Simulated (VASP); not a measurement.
# Rb3Na (Pm-3m) in VASP: further runs, part 2 of 2

VASP 6.6.1.

### Step 3. Relaxation of volume and atoms at fixed shape, LDA

This run uses another cell than the first one, of 77.25 Å³/atom.

Input file INCAR:

```
  PREC = Accurate
  ENCUT = 600
  EDIFF = 1E-6
  ISMEAR = -1
  SIGMA = 0.1
  LREAL = False
  LASPH = True
  NELM = 100
  ALGO = Normal
  ISIF = 8
  LWAVE = False
  LCHARG = False
  GGA = CA
  IBRION = 2
  NSW = 80
  EDIFFG = -0.005
```

Input file KPOINTS:

```
Automatic mesh
0
Gamma
  4 4 4
```

Input file POSCAR:

```
Rb3Na
1.0
    6.7606000000      0.0000000000      0.0000000000
    0.0000000000      6.7606000000      0.0000000000
    0.0000000000      0.0000000000      6.7606000000
Rb Na
3 1
Direct
    0.0000000000      0.5000000000      0.5000000000
    0.5000000000      0.0000000000      0.5000000000
    0.5000000000      0.5000000000      0.0000000000
    0.0000000000      0.0000000000      0.0000000000
```

Potentials or basis: VASP PAW LDA potentials, release 64 (Rb_sv, Na_pv).

The run is started by

```
$ cat potpaw_LDA.64/Rb_sv/POTCAR potpaw_LDA.64/Na_pv/POTCAR > POTCAR
$ mpirun -np 1 vasp_std > vasp.out
```

OUTCAR:

```text
PREC = Accurate
   ENCUT = 600
   EDIFF = 1E-6
   ISMEAR = -1
   LREAL = False
   LASPH = True
   NELM = 100
   ISIF = 8
   GGA = CA
   IBRION = 2
   NSW = 80
   EDIFFG = -0.005

 ion  position               nearest neighbor table
   1  0.000  0.500  0.500-   2 4.78   3 4.78   3 4.78   2 4.78   2 4.78   3 4.78   3 4.78   2 4.78

   2  0.500  0.000  0.500-   1 4.78   3 4.78   3 4.78   1 4.78   3 4.78   3 4.78   1 4.78   1 4.78

   3  0.500  0.500  0.000-   1 4.78   2 4.78   1 4.78   2 4.78   2 4.78   2 4.78   1 4.78   1 4.78

   4  0.000  0.000  0.000-

  LATTYP: Found a simple cubic cell.
 ALAT       =     6.7606000000

  Lattice vectors:

 A1 = (   6.7606000000,   0.0000000000,   0.0000000000)
 A2 = (   0.0000000000,   6.7606000000,   0.0000000000)
 A3 = (   0.0000000000,   0.0000000000,   6.7606000000)

Analysis of symmetry for initial positions (statically):
=====================================================================
 Subroutine PRICEL returns:
 Original cell was already a primitive cell.

 Routine SETGRP: Setting up the symmetry group for a
 simple cubic supercell.

 Subroutine GETGRP returns: Found 48 space group operations
 (whereof 48 operations were pure point group operations)
 out of a pool of 48 trial point group operations.

The static configuration has the point symmetry O_h .

Analysis of symmetry for dynamics (positions and initial velocities):
=====================================================================
 Subroutine PRICEL returns:
 Original cell was already a primitive cell.

 Routine SETGRP: Setting up the symmetry group for a
 simple cubic supercell.

 Subroutine GETGRP returns: Found 48 space group operations
 (whereof 48 operations were pure point group operations)
 out of a pool of 48 trial point group operations.

The dynamic configuration has the point symmetry O_h .

 Subroutine INISYM returns: Found 48 space group operations
 (whereof 48 operations are pure point group operations),
 and found     1 'primitive' translations

----------------------------------------------------------------------------------------

                                     Primitive cell

  volume of cell :     308.9980

  direct lattice vectors                    reciprocal lattice vectors
     6.760600000  0.000000000  0.000000000     0.147915865  0.000000000  0.000000000
     0.000000000  6.760600000  0.000000000     0.000000000  0.147915865  0.000000000
     0.000000000  0.000000000  6.760600000     0.000000000  0.000000000  0.147915865

  length of vectors
     6.760600000  6.760600000  6.760600000     0.147915865  0.147915865  0.147915865

  position of ions in fractional coordinates (direct lattice)
     0.000000000  0.500000000  0.500000000
     0.500000000  0.000000000  0.500000000
     0.500000000  0.500000000  0.000000000
     0.000000000  0.000000000  0.000000000

  ion indices of the primitive-cell ions
   primitive index   ion index
                 1           1
                 2           2
                 3           3
                 4           4

----------------------------------------------------------------------------------------
[... 28 lines left out ...]
  0.250000  0.000000  0.000000      6.000000
  0.500000  0.000000  0.000000      3.000000
  0.250000  0.250000  0.000000     12.000000
  0.500000  0.250000  0.000000     12.000000
  0.500000  0.500000  0.000000      3.000000
  0.250000  0.250000  0.250000      8.000000
  0.500000  0.250000  0.250000     12.000000
  0.500000  0.500000  0.250000      6.000000
  0.500000  0.500000  0.500000      1.000000
   k-points           NKPTS =     10   k-points in BZ     NKDIM =     10   number of bands    NBANDS=     21
   number of dos      NEDOS =    301   number of ions     NIONS =      4
   total plane-waves  NPLWV = 157464
   dimension x,y,z NGX =    54 NGY =   54 NGZ =   54
   dimension x,y,z NGXF=   108 NGYF=  108 NGZF=  108
   ions per type =               3   1
   NGX,Y,Z   is equivalent  to a cutoff of  13.28, 13.28, 13.28 a.u.
   NGXF,Y,Z  is equivalent  to a cutoff of  26.56, 26.56, 26.56 a.u.
 SYSTEM =  unknown system
   PREC   = accura    normal or accurate (medium, high low for compatibility)
   ISTART =      0    job   : 0-new  1-cont  2-samecut
   ICHARG =      2    charge: 1-file 2-atom 10-const
   ISPIN  =      1    spin polarized calculation?
   LNONCOLLINEAR =      F non collinear calculations
   LSORBIT =      F    spin-orbit coupling
   LASPH  =      T    aspherical Exc in radial PAW
   ENCUT  =  600.0 eV  44.10 Ry    6.64 a.u.  13.50 13.50 13.50*2*pi/ulx,y,z
   NELM   =    100;   NELMIN=  2; NELMDL= -5     # of ELM steps
   EDIFF  = 0.1E-05   stopping-criterion for ELM
   LREAL  =      F    real-space projection
   EDIFFG = -.5E-02   stopping-criterion for IOM
   NSW    =     80    number of steps for IOM
   IBRION =      2    ionic relax: 0-MD 1-quasi-New 2-CG
   NFREE  =      1    steps in history (QN), initial steepest desc. (CG)
   ISIF   =      8    stress and relaxation
   ISYM   =      2    0-nonsym 1-usesym 2-fastsym
   POTIM  = 0.5000    time-step for ionic-motion
   TEBEG  =    0.0;   TEEND  =   0.0 temperature during run
   PSTRESS=    0.0 pullay stress
   NELECT =      34.0000    total number of electrons
   NUPDOWN=      -1.0000    fix difference up-down
   EMIN   =  10.00;   EMAX   =-10.00  energy-range for DOS
   EFERMI =   0.00;   METHOD = LEGACY
   ISMEAR =    -1;   SIGMA  =   0.10  broadening in eV -4-tet -1-fermi 0-gaus
   EFERMI_NEDOS =   21; number of points for ismear=-14 and -15
   IALGO  =     38    algorithm
   IMIX   =      4    mixing-type and parameters
     AMIX     =   0.40;   BMIX     =  1.00
     AMIX_MAG =   1.60;   BMIX_MAG =  1.00
  volume/ion in A,a.u.               =      77.25       521.31
  Fermi-wavevector in a.u.,A,eV,Ry     =   0.784481  1.482455  8.373172  0.615411
  Thomas-Fermi vector in A             =   1.888623
   LORBIT       =      0    0 simple, 1 ext, 2 COOP (PROOUT), +10 PAW based schemes
   GGA     = CA    functional components
   LHFCALC =     F    Hartree Fock is set to
   AEXX    =    0.0000 exact exchange contribution
   IVDW    =     0    specifies the selected vdW correction
   LEPSILON=     F    determine dielectric tensor
   LRPA    =     F    only Hartree local field effects (RPA)
 conjugate gradient relaxation of ions
 non-spin polarized calculation
  energy-cutoff  :      600.00
  volume of cell :      309.00
 maximum number of plane-waves:     10395
   NGX = 27   NGY = 27   NGZ = 27

--------------------------------------- Ionic step        1  -------------------------------------------

 number of electron      33.9999995 magnetization

 Free energy of the ion-electron system (eV)
  ---------------------------------------------------
  ext. energy  EPLUGINS =         0.00000000
  ---------------------------------------------------
  free energy    TOTEN  =        -4.46763221 eV

  energy without entropy =       -4.34180254  energy(sigma->0) =       -4.40471737

------------------------ aborting loop because EDIFF is reached ----------------------------------------

  FORCE on cell =-STRESS in cart. coord.  units (eV):
  Direction    XX          YY          ZZ          XY          YZ          ZX
  --------------------------------------------------------------------------------------
  -------------------------------------------------------------------------------------
  Total       -1.0036956     -1.0036956     -1.0036956     -0.0000000      0.0000000     -0.0000000
  in kB       -5.2042347     -5.2042347     -5.2042347     -0.0000000      0.0000000     -0.0000000
  external PRESSURE =      -5.2042347 kB  Pullay stress =       0.0000000 kB
[... 25 lines left out ...]
--------------------------------------- Ionic step        2  -------------------------------------------

 number of electron      33.9999994 magnetization

 E-fermi :  -0.1127     XC(G=0):  -5.9303

 val. band max:       -0.1553065274   @ k =   0.2500   0.2500   0.0000
 cond. band min:      -0.0697040333   @ k =   0.2500   0.2500   0.2500
 fundamental gap:      0.0856024941
 Fermi energy:        -0.1127173591

 k-point     1 :       0.0000    0.0000    0.0000
  band No.  band energies     occupation
      1     -28.8336      2.00000
      2     -28.8235      2.00000
      3     -28.8235      2.00000
      4     -25.3469      2.00000
      5     -25.3469      2.00000
      6     -25.3469      2.00000
[... 304 lines left out ...]
--------------------------------------- Ionic step        4  -------------------------------------------

 number of electron      33.9999990 magnetization

 Free energy of the ion-electron system (eV)
  ---------------------------------------------------
  ext. energy  EPLUGINS =         0.00000000
  ---------------------------------------------------
  free energy    TOTEN  =        -4.56174344 eV

  energy without entropy =       -4.44203221  energy(sigma->0) =       -4.50188783

 E-fermi :   0.2538     XC(G=0):  -6.3253

 val. band max:        0.2017659867   @ k =   0.2500   0.2500   0.0000
 cond. band min:       0.2875916763   @ k =   0.2500   0.2500   0.2500
 fundamental gap:      0.0858256896
 Fermi energy:         0.2538277319

 k-point     1 :       0.0000    0.0000    0.0000
  band No.  band energies     occupation
      1     -28.4210      2.00000
      2     -28.4015      2.00000
      3     -28.4015      2.00000
      4     -24.8521      2.00000
      5     -24.8521      2.00000
      6     -24.8521      2.00000
[... 260 lines left out ...]
  FREE ENERGIE OF THE ION-ELECTRON SYSTEM (eV)
  ---------------------------------------------------
  free  energy   TOTEN  =        -4.5617434438 eV

  energy  without entropy=       -4.4420322088  energy(sigma->0) =       -4.50188783

 reached required accuracy - stopping structural energy minimisation
```

OSZICAR:

```text
N       E                     dE             d eps       ncg     rms          rms(c)
DAV:   1     0.271177411442E+03    0.27118E+03   -0.15002E+04   476   0.142E+03
DAV:   2     0.278505360575E+02   -0.24333E+03   -0.23831E+03   518   0.290E+02
DAV:   3    -0.329776338822E+01   -0.31148E+02   -0.30750E+02   665   0.962E+01
[... 34 lines left out ...]
DAV:   4    -0.456121544200E+01   -0.24765E-02   -0.28924E-02   585   0.884E-01    0.191E-01
DAV:   5    -0.456174464594E+01   -0.52920E-03   -0.17008E-03   565   0.336E-01    0.952E-02
DAV:   6    -0.456175353371E+01   -0.88878E-05   -0.13884E-04   645   0.961E-02    0.699E-02
DAV:   7    -0.456174386718E+01    0.96665E-05   -0.47780E-05   694   0.533E-02    0.548E-03
DAV:   8    -0.456174344383E+01    0.42336E-06   -0.17503E-06   292   0.143E-02
   4 F= -.45617434E+01 E0= -.45018878E+01  d E =-.941112E-01
```

CONTCAR:

```text
Rb3Na
   1.00000000000000
     6.3636672403394217    0.0000000000000000    0.0000000000000000
     0.0000000000000000    6.3636672403394217    0.0000000000000000
     0.0000000000000000    0.0000000000000000    6.3636672403394217
  Rb              Na
     3     1
Direct
     0.0000000000000000    0.5000000000000000    0.5000000000000000
     0.5000000000000000    0.0000000000000000    0.5000000000000000
     0.5000000000000000    0.5000000000000000    0.0000000000000000
     0.0000000000000000    0.0000000000000000    0.0000000000000000

  0.00000000E+00  0.00000000E+00  0.00000000E+00
  0.00000000E+00  0.00000000E+00  0.00000000E+00
  0.00000000E+00  0.00000000E+00  0.00000000E+00
  0.00000000E+00  0.00000000E+00  0.00000000E+00
```

Run time: 2.1 min. Hardware: 1 thread of AMD EPYC 9R45 (Zen 5), shared host; peak memory 0.32 GiB.

What came out:

```
Free energy                           : -4.5617 eV
Relaxed volume                        : 64.43 Å³/atom
Relaxed cell                          : a = 6.364 Å, b = 6.364 Å, c = 6.364 Å, α = 90.00°, β = 90.00°, γ = 90.00°
Space group after relaxing (to 0.1 Å) : Pm-3m (No. 221)
Energy gained by relaxing             : 23.5 meV/atom
Ionic steps                           : 4
Pressure after relaxing               : 0.0 GPa
Band gap on the k mesh                : zero (bands 17 and 18 overlap by 0.68 eV)
```

The path:
| step | energy change (eV) | largest force (eV/Å) | pressure (GPa) | volume (Å³) |
| --- | --- | --- | --- | --- |
| 1 | 0.0000 | 0.0000 | -0.52 | 309.00 |
| 2 | -0.0336 | 0.0000 | -0.45 | 297.91 |
| 3 | -0.0903 | 0.0000 | -0.13 | 267.86 |
| 4 | -0.0941 | 0.0000 | 0.01 | 257.70 |

Final structure:
```xyz
4
Lattice="6.3637 0.0000 0.0000 0.0000 6.3637 0.0000 0.0000 0.0000 6.3637" Properties=species:S:1:pos:R:3 pbc="T T T"
Rb    0.0000    3.1818    3.1818
Rb    3.1818    0.0000    3.1818
Rb    3.1818    3.1818    0.0000
Na    0.0000    0.0000    0.0000
```

Caveat: the volume moved by over 15 % at a fixed basis, so the end points are rough.
